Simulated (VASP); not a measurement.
A run of VASP 6.6.1 is set up as follows.

POSCAR

```
SnO
1.0
    3.7925880617      0.0000000000      0.0000000000
    0.0000000000      3.7925880617      0.0000000000
    0.0000000000      0.0000000000      4.9487227169
Sn O
2 2
Direct
    0.0000000000      0.5000000000      0.2329605636
    0.5000000000      0.0000000000      0.7670394364
    0.5000000000      0.5000000000      0.0000000000
    0.0000000000      0.0000000000      0.0000000000
```

Contents of INCAR.step1:

```
  PREC = Accurate
  ENCUT = 910
  ISMEAR = 0
  SIGMA = 0.01
  LREAL = False
  LASPH = True
  NELM = 120
  NBANDS = 28
  GGA = PE
  ALGO = Normal
  EDIFF = 1E-5
  LWAVE = True
  LCHARG = False
  GGA_COMPAT = False
```

The input INCAR.step2:

```
  PREC = Accurate
  ENCUT = 910
  EDIFF = 1E-6
  ISMEAR = 0
  SIGMA = 0.01
  LREAL = False
  LASPH = True
  NELM = 120
  ALGO = Normal
  ISIF = 2
  LWAVE = False
  LCHARG = False
  METAGGA = R2SCAN
  LMIXTAU = True
  NBANDS = 28
  ISTART = 1
  GGA_COMPAT = False
```

KPOINTS

```
regular mesh
0
Gamma
  6 6 6
```

Potentials or basis: VASP PAW PBE potentials, release 64 (Sn_d, O_h).

Run with:

```sh
$ cat potpaw_PBE.64/Sn_d/POTCAR potpaw_PBE.64/O_h/POTCAR > POTCAR
$ cp INCAR.step1 INCAR
$ mpirun -np 1 vasp_std > vasp.out
$ cp INCAR.step2 INCAR
$ mpirun -np 1 vasp_std > vasp.out
```

**Question.** Predict the pressure.

**Answer.** 1.0 GPa.

**Question.** Estimate the band gap on the k mesh.

**Answer.** 0.30 eV (least direct gap 2.36 eV).

Stress tensor (GPa, compression positive):
```
1.24 0.00 0.00
0.00 1.24 0.00
0.00 0.00 0.43
```

Caveat: the cell differs from its parent crystal (uniaxial z strain +4.0%); the cutoff is under 1.25 times the usual one of these potentials, so pressure, stress and relaxed cells hold a basis-set (Pulay) error; the PAW data sets were made with another functional, which shifts forces and pressure a little; spin-orbit coupling is left out, which moves the levels of the heavy elements. A k mesh can miss the band edges.
